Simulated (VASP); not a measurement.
# Sb (P2_1/m) in VASP: settings compared

Sb is run at these levels: PBEsol, B3LYP; tasks: single point, relaxation of cell and atoms.

All numbers are computed with VASP 6.6.1; they aren't measurements. Logs are shortened: lines on timing, memory, paths and dates and some standing lists are left out, and cuts for length are marked.

### Step 1. The cell of the first run

Symmetry: P2_1/m, No. 11, monoclinic system. The conventional cell has a = 3.122 Å, b = 4.348 Å, c = 4.406 Å, α = 90.00°, β = 90.51°, γ = 90.00°. Sb (site symmetry m) has 6 Sb at 3.04 to 3.15 Å within 4.0 Å.

### Step 2. Single point, PBEsol, non-collinear spin, zero start, spin-orbit coupling

The input, INCAR:

```
ALGO     = Normal         # electronic algorithm
EDIFF    = 1E-7           # SCF threshold, eV
ENCUT    = 520            # plane-wave cutoff, eV
GGA      = PS             # functional
GGA_COMPAT= F            
ISIF     = 2              # what is computed and relaxed
ISMEAR   = -1             # smearing method
LASPH    = T              # aspherical terms in the spheres
LCHARG   = T              # write CHGCAR
LORBIT   = 11             # projections on sites
LORBMOM  = T            
LREAL    = F              # projectors in reciprocal space
LSORBIT  = T              # spin-orbit coupling
LVHAR    = T            
LWAVE    = F              # write WAVECAR
MAGMOM   = 0 0 0 0 0 0    # initial moments
NBANDS   = 22             # bands
NELM     = 150            # most SCF steps
PREC     = Accurate       # precision mode
SIGMA    = 0.05           # smearing width, eV
```

The input, KPOINTS:

```
k-points
0
Gamma
  9 6 6
```

The input, POSCAR:

```
Sb
1.0
    3.1224020000      0.0000000000      0.0000000000
    0.0000000000      4.3475180000      0.0000000000
   -0.0389150000      0.0000000000      4.4058520000
Sb
2
Direct
    0.0113890000      0.2500000000      0.2411660000
    0.9886110000      0.7500000000      0.7588340000
```

Potentials or basis: VASP PAW PBE potentials, release 64 (Sb).

The run is started by

```sh
cat potpaw_PBE.64/Sb/POTCAR > POTCAR
mpirun -np 1 vasp_ncl > vasp.out
```

OUTCAR:

```text
EDIFF = 1E-7
   ENCUT = 520
   GGA = PS
   ISIF = 2
   ISMEAR = -1
   LASPH = T
   LORBIT = 11
   LREAL = F
   LSORBIT = T
   NELM = 150
   PREC = Accurate

 ion  position               nearest neighbor table
   1  0.011  0.250  0.241-   2 3.04   2 3.04   2 3.15   2 3.15
   2  0.989  0.750  0.759-   1 3.04   1 3.04   1 3.15   1 3.15

  LATTYP: Found a simple monoclinic cell.
 ALAT       =     3.1224020000
 B/A-ratio  =     1.3923633152
 C/A-ratio  =     1.4111007668
 COS(beta)  =    -0.0088322263

  Lattice vectors:

 A1 = (   3.1224020000,   0.0000000000,   0.0000000000)
 A2 = (   0.0000000000,   4.3475180000,   0.0000000000)
 A3 = (  -0.0389150000,   0.0000000000,   4.4058520000)

Analysis of symmetry for initial positions (statically):
=====================================================================
 Subroutine PRICEL returns:
 Original cell was already a primitive cell.

 Routine SETGRP: Setting up the symmetry group for a
 simple monoclinic supercell.

 Subroutine GETGRP returns: Found  4 space group operations
 (whereof  2 operations were pure point group operations)
 out of a pool of  4 trial point group operations.

The static configuration has the point symmetry S_2 .
 The point group associated with its full space group is C_2h.

Analysis of symmetry for dynamics (positions and initial velocities):
=====================================================================
 Subroutine PRICEL returns:
 Original cell was already a primitive cell.

 Routine SETGRP: Setting up the symmetry group for a
 simple monoclinic supercell.

 Subroutine GETGRP returns: Found  4 space group operations
 (whereof  2 operations were pure point group operations)
 out of a pool of  4 trial point group operations.

The dynamic configuration has the point symmetry S_2 .
 The point group associated with its full space group is C_2h.

Analysis of structural, dynamic, and magnetic symmetry:
=====================================================================
 Subroutine PRICEL returns:
 Original cell was already a primitive cell.

 Routine SETGRP: Setting up the symmetry group for a
 simple monoclinic supercell.

 Subroutine GETGRP returns: Found  4 space group operations
 (whereof  2 operations were pure point group operations)
 out of a pool of  4 trial point group operations.

The overall configuration has the point symmetry S_2 .
 The point group associated with its full space group is C_2h.

 Subroutine INISYM returns: Found  4 space group operations
 (whereof  2 operations are pure point group operations),
 and found     1 'primitive' translations

----------------------------------------------------------------------------------------

                                     Primitive cell

  volume of cell :      59.8081

  direct lattice vectors                    reciprocal lattice vectors
     3.122402000  0.000000000  0.000000000     0.320266257  0.000000000  0.002828774
     0.000000000  4.347518000  0.000000000     0.000000000  0.230016299  0.000000000
    -0.038915000  0.000000000  4.405852000     0.000000000  0.000000000  0.226970856

  length of vectors
     3.122402000  4.347518000  4.406023856     0.320278749  0.230016299  0.226970856

  position of ions in fractional coordinates (direct lattice)
     0.011389000  0.250000000  0.241166000
     0.988611000  0.750000000  0.758834000

  ion indices of the primitive-cell ions
   primitive index   ion index
                 1           1
                 2           2

----------------------------------------------------------------------------------------

 KPOINTS: k-points

Automatic generation of k-mesh.
 Grid dimensions read from file:
 generate k-points for:    9    6    6

 Generating k-lattice:

  Cartesian coordinates                     Fractional coordinates (reciprocal lattice)
     0.035585140  0.000000000  0.000314308     0.111111111  0.000000000  0.000000000
     0.000000000  0.038336050  0.000000000     0.000000000  0.166666667  0.000000000
     0.000000000  0.000000000  0.037828476     0.000000000  0.000000000  0.166666667

  Length of vectors
     0.035586528  0.038336050  0.037828476

  Shift w.r.t. Gamma in fractional coordinates (k-lattice)
     0.000000000  0.000000000  0.000000000

 Subroutine IBZKPT returns following result:
 ===========================================

 Found    112 irreducible k-points:

 Following reciprocal coordinates:
            Coordinates               Weight
  0.000000  0.000000  0.000000      1.000000
  0.111111  0.000000  0.000000      2.000000
[... 60 lines left out ...]
     AMIX     =   0.40;   BMIX     =  1.00
     AMIX_MAG =   1.60;   BMIX_MAG =  1.00
  volume/ion in A,a.u.               =      29.90       201.80
  Fermi-wavevector in a.u.,A,eV,Ry     =   0.901893  1.704330 11.067117  0.813410
  Thomas-Fermi vector in A             =   2.025029
   LORBIT       =     11    0 simple, 1 ext, 2 COOP (PROOUT), +10 PAW based schemes
   GGA     = PS    functional components
   LHFCALC =     F    Hartree Fock is set to
   AEXX    =    0.0000 exact exchange contribution
   IVDW    =     0    specifies the selected vdW correction
   LEPSILON=     F    determine dielectric tensor
   LRPA    =     F    only Hartree local field effects (RPA)
  energy-cutoff  :      520.00
  volume of cell :       59.81
 maximum number of plane-waves:      3284
   NGX = 11   NGY = 17   NGZ = 17

 number of electron      10.0000000 magnetization       0.0000000      0.0000000      0.0000000

 number of electron       9.9999999 magnetization       0.0000000      0.0000001      0.0000000

 number of electron       9.9999999 magnetization       0.0000000     -0.0000000      0.0000000

 number of electron       9.9999999 magnetization      -0.0000000     -0.0000000     -0.0000000

 number of electron       9.9999999 magnetization      -0.0000000     -0.0000000      0.0000000

 Free energy of the ion-electron system (eV)
  ---------------------------------------------------
  ext. energy  EPLUGINS =         0.00000000
  ---------------------------------------------------
  free energy    TOTEN  =        -9.16760188 eV

  energy without entropy =       -9.15422852  energy(sigma->0) =       -9.16091520

 E-fermi :   7.0730     XC(G=0):  -9.7410

 val. band max:        7.0627254696   @ k =   0.4444   0.3333   0.1667
 cond. band min:       7.0887686718   @ k =  -0.1111   0.3333   0.1667
 fundamental gap:      0.0260432022
 Fermi energy:         7.0730150346

 k-point     1 :       0.0000    0.0000    0.0000
  band No.  band energies     occupation
      1      -5.4304      1.00000
      2      -5.4304      1.00000
      3      -0.3598      1.00000
      4      -0.3598      1.00000
      5       3.2197      1.00000
      6       3.2197      1.00000
[... 589 lines left out ...]
     21      13.4092      0.00000
     22      13.4092      0.00000

 [... further k-points ...]

------------------------ aborting loop because EDIFF is reached ----------------------------------------

  FORCE on cell =-STRESS in cart. coord.  units (eV):
  Direction    XX          YY          ZZ          XY          YZ          ZX
  --------------------------------------------------------------------------------------
  -------------------------------------------------------------------------------------
  Total       -0.7564861     -0.8264580     -0.7255242      0.0000000      0.0000000      0.0368132
  in kB      -20.2652239    -22.1396761    -19.4357974      0.0000000      0.0000000      0.9861755
  external PRESSURE =     -20.6135658 kB  Pullay stress =       0.0000000 kB

 VOLUME and BASIS-vectors are now :
 -----------------------------------------------------------------------------
  energy-cutoff  :      520.00
  volume of cell :       59.81
      direct lattice vectors                 reciprocal lattice vectors
     3.122402000  0.000000000  0.000000000     0.320266257  0.000000000  0.002828774
     0.000000000  4.347518000  0.000000000     0.000000000  0.230016299  0.000000000
    -0.038915000  0.000000000  4.405852000     0.000000000  0.000000000  0.226970856

 POSITION                                       TOTAL-FORCE (eV/Angst)
 -----------------------------------------------------------------------------------
      0.02618      1.08688      1.06254        -0.029188      0.000000      0.059390
      3.05731      3.26064      3.34331         0.029188     -0.000000     -0.059390
 -----------------------------------------------------------------------------------
    total drift:                               -0.000000     -0.000000      0.000000

  FREE ENERGIE OF THE ION-ELECTRON SYSTEM (eV)
  ---------------------------------------------------
  free  energy   TOTEN  =        -9.1676018754 eV

  energy  without entropy=       -9.1542285218  energy(sigma->0) =       -9.16091520

 orbital moment (x)

 # of ion     p       d       tot
 ----------------------------------------
  1        -0.000   0.000  -0.000
  2        -0.000   0.000  -0.000
 ----------------------------------------
           -0.000   0.000  -0.000

 orbital moment (y)

 # of ion     p       d       tot
 ----------------------------------------
  1         0.000   0.000   0.000
  2         0.000   0.000   0.000
 ----------------------------------------
            0.000   0.000   0.000

 orbital moment (z)

 # of ion     p       d       tot
 ----------------------------------------
  1         0.000   0.000   0.000
  2         0.000   0.000   0.000
 ----------------------------------------
            0.000   0.000   0.000

 Spin-Orbit-Coupling matrix elements

 Ion:    1  E_soc:     -0.1328542
 l=   1
     0.0000000    -0.0215336    -0.0222717
    -0.0215336     0.0000000    -0.0222388
    -0.0222717    -0.0222388     0.0000000
 l=   2
     0.0000000    -0.0000288     0.0000000    -0.0000143    -0.0000949
    -0.0000288     0.0000000    -0.0000896    -0.0000272    -0.0000325
     0.0000000    -0.0000896     0.0000000    -0.0000638     0.0000000
    -0.0000143    -0.0000272    -0.0000638     0.0000000    -0.0000319
    -0.0000949    -0.0000325     0.0000000    -0.0000319     0.0000000
 l=   3
     0.0000000     0.0000000     0.0000000     0.0000000     0.0000000     0.0000000     0.0000000
     0.0000000     0.0000000     0.0000000     0.0000000     0.0000000     0.0000000     0.0000000
     0.0000000     0.0000000     0.0000000     0.0000000     0.0000000     0.0000000     0.0000000
     0.0000000     0.0000000     0.0000000     0.0000000     0.0000000     0.0000000     0.0000000
     0.0000000     0.0000000     0.0000000     0.0000000     0.0000000     0.0000000     0.0000000
     0.0000000     0.0000000     0.0000000     0.0000000     0.0000000     0.0000000     0.0000000
     0.0000000     0.0000000     0.0000000     0.0000000     0.0000000     0.0000000     0.0000000

 Ion:    2  E_soc:     -0.1328542
 l=   1
     0.0000000    -0.0215336    -0.0222717
    -0.0215336     0.0000000    -0.0222388
    -0.0222717    -0.0222388     0.0000000
 l=   2
     0.0000000    -0.0000288     0.0000000    -0.0000143    -0.0000949
    -0.0000288     0.0000000    -0.0000896    -0.0000272    -0.0000325
     0.0000000    -0.0000896     0.0000000    -0.0000638     0.0000000
    -0.0000143    -0.0000272    -0.0000638     0.0000000    -0.0000319
    -0.0000949    -0.0000325     0.0000000    -0.0000319     0.0000000
 l=   3
     0.0000000     0.0000000     0.0000000     0.0000000     0.0000000     0.0000000     0.0000000
     0.0000000     0.0000000     0.0000000     0.0000000     0.0000000     0.0000000     0.0000000
     0.0000000     0.0000000     0.0000000     0.0000000     0.0000000     0.0000000     0.0000000
     0.0000000     0.0000000     0.0000000     0.0000000     0.0000000     0.0000000     0.0000000
     0.0000000     0.0000000     0.0000000     0.0000000     0.0000000     0.0000000     0.0000000
     0.0000000     0.0000000     0.0000000     0.0000000     0.0000000     0.0000000     0.0000000
     0.0000000     0.0000000     0.0000000     0.0000000     0.0000000     0.0000000     0.0000000

 total charge

# of ion       s       p       d       tot
------------------------------------------
    1        1.216   1.117   0.036   2.369
    2        1.216   1.117   0.036   2.369
--------------------------------------------------
tot          2.432   2.234   0.071   4.737

 magnetization (x)

# of ion       s       p       d       tot
------------------------------------------
    1        0.000   0.000   0.000   0.000
    2        0.000   0.000   0.000   0.000
--------------------------------------------------
tot          0.000   0.000   0.000   0.000

 magnetization (y)

# of ion       s       p       d       tot
------------------------------------------
    1       -0.000  -0.000   0.000  -0.000
    2       -0.000  -0.000   0.000  -0.000
--------------------------------------------------
tot         -0.000  -0.000   0.000  -0.000

 magnetization (z)

# of ion       s       p       d       tot
------------------------------------------
    1        0.000   0.000   0.000   0.000
    2        0.000   0.000   0.000   0.000
--------------------------------------------------
tot          0.000   0.000   0.000   0.000
```

It took 94 s on 1 thread of Intel Xeon 6975P-C (Granite Rapids), shared host; peak memory 0.41 GiB.

Results:

| Property | Result |
| --- | --- |
| Free energy | -9.1676 eV |
| Pressure | -2.1 GPa |
| Largest force | 0.066 eV/Å |
| Net moment | 0.00 μB per cell |
| Valence electrons inside the program's atomic spheres | Sb 2.37 |

Forces in eV/Å, atoms in the order of the input:
```
Sb  -0.029  0.000  0.059
Sb   0.029  0.000 -0.059
```

Stress tensor (GPa, compression positive):
```
-2.03  0.00  0.10
 0.00 -2.21  0.00
 0.10  0.00 -1.94
```

Moments on the atoms (μB; x, y, z):
```
Sb  0.00 0.00 0.00
Sb  0.00 0.00 0.00
```

Caveat: the PAW data sets were made with another functional, which shifts forces and pressure a little.

### Step 3. Relaxation of cell and atoms, B3LYP

POSCAR is that of step 2.

The input, INCAR.step1:

```
PREC = Accurate ; ENCUT = 600
EDIFF = 1E-5 ; ISMEAR = -1
SIGMA = 0.05 ; LREAL = False
LASPH = True ; NELM = 100
ALGO = Normal ; LWAVE = True
LCHARG = False ; GGA = PE
NBANDS = 12
```

The input, INCAR.step2:

```
PREC = Accurate ; ENCUT = 600
EDIFF = 1E-7 ; ISMEAR = -1
SIGMA = 0.05 ; LREAL = False
LASPH = True ; NELM = 100
ALGO = Normal ; ISIF = 3
LWAVE = False ; LCHARG = False
GGA = B3 ; LHFCALC = True
AEXX = 0.2 ; AGGAX = 0.72
AGGAC = 0.81 ; ALDAC = 0.19
PRECFOCK = Normal ; IBRION = 2
NSW = 60 ; EDIFFG = -0.01
ISTART = 1
```

The input, KPOINTS:

```
Automatic mesh
0
Gamma
  5 3 3
```

Potentials or basis: VASP PAW PBE potentials, release 64 (Sb).

The run is started by

```sh
cat potpaw_PBE.64/Sb/POTCAR > POTCAR
cp INCAR.step1 INCAR
mpirun -np 1 vasp_std > vasp.out
cp INCAR.step2 INCAR
mpirun -np 1 vasp_std > vasp.out
```

It took 46 min on 1 thread of Intel Xeon 6975P-C (Granite Rapids), shared host; peak memory 0.18 GiB.

Results (log left out):

| Item | Value |
| --- | --- |
| Free energy | -9.2364 eV |
| Relaxed volume | 32.98 Å³/atom |
| Relaxed cell | a = 3.255 Å, b = 4.391 Å, c = 4.614 Å, α = 90.00°, β = 89.48°, γ = 90.00° |
| Space group after relaxing (to 0.1 Å) | Pmma (No. 51) |
| Energy gained by relaxing | 65.0 meV/atom |
| Ionic steps | 21 |
| Pressure after relaxing | 0.0 GPa |
| Largest force after relaxing | 0.005 eV/Å |
| Band gap on the k mesh | zero (bands 5 and 6 overlap by 4.95 eV) |

Forces on the atoms (eV/Å):
```
Sb   0.004  0.000 -0.003
Sb  -0.004  0.000  0.003
```

The path:
| step | energy change (eV) | largest force (eV/Å) | pressure (GPa) | volume (Å³) |
| --- | --- | --- | --- | --- |
| 1 | 0.0000 | 0.2250 | 2.83 | 59.81 |
| 2 | -0.0438 | 0.2786 | -0.89 | 64.44 |
| 3 | -0.0537 | 0.2614 | 0.07 | 62.93 |
| 4 | -0.0608 | 0.3024 | -0.14 | 63.25 |
| 5 | -0.0827 | 0.3782 | -0.65 | 64.23 |
| 6 | -0.1147 | 0.2750 | -1.07 | 66.20 |
| 7 | -0.0461 | 0.6375 | -0.15 | 70.24 |
| 8 | -0.1198 | 0.1405 | -0.75 | 66.77 |
| 9 | -0.1261 | 0.0585 | -0.14 | 66.19 |
| 10 | -0.1262 | 0.0725 | -0.05 | 66.13 |
| 11 | -0.1282 | 0.0785 | 0.05 | 66.06 |
| 12 | -0.1287 | 0.0864 | 0.14 | 65.98 |
| 13 | -0.1297 | 0.0269 | -0.07 | 66.15 |
| 14 | -0.1297 | 0.0250 | -0.09 | 66.16 |
| 15 | -0.1298 | 0.0222 | -0.01 | 66.04 |
| 16 | -0.1299 | 0.0205 | 0.04 | 65.94 |
| 17 | -0.1299 | 0.0166 | 0.05 | 65.91 |
| 18 | -0.1300 | 0.0115 | 0.06 | 65.86 |
| 19 | -0.1300 | 0.0085 | -0.06 | 66.00 |
| 20 | -0.1300 | 0.0054 | -0.03 | 65.97 |
| 21 | -0.1301 | 0.0046 | -0.01 | 65.95 |

Final structure:
```cif
data_structure
_symmetry_space_group_name_H-M 'P 1'
_symmetry_Int_Tables_number 1
_cell_length_a 3.2548
_cell_length_b 4.3915
_cell_length_c 4.6144
_cell_angle_alpha 90.000
_cell_angle_beta 89.482
_cell_angle_gamma 90.000
_cell_volume 65.95
loop_
_atom_site_label
_atom_site_type_symbol
_atom_site_fract_x
_atom_site_fract_y
_atom_site_fract_z
_atom_site_occupancy
Sb1 Sb 0.99764 0.25000 0.20694 1
Sb2 Sb 0.00236 0.75000 0.79306 1
```

Levels at points of the mesh, in eV from the Fermi level:
| k point | band 2 | band 3 | band 4 | band 5 | band 6 | band 7 | band 8 | band 9 |
| --- | --- | --- | --- | --- | --- | --- | --- | --- |
| (0.00, 0.00, 0.00) | -8.09 | -3.70 | -3.69 | 2.26 | 3.05 | 4.10 | 5.46 | 7.16 |

Caveat: the k points lie up to 0.48 Å⁻¹ apart in the final cell, too coarse for converged energies and pressures of a metal; the PAW data sets were made with another functional, which shifts forces and pressure a little; spin-orbit coupling is left out, which moves the levels of the heavy elements.
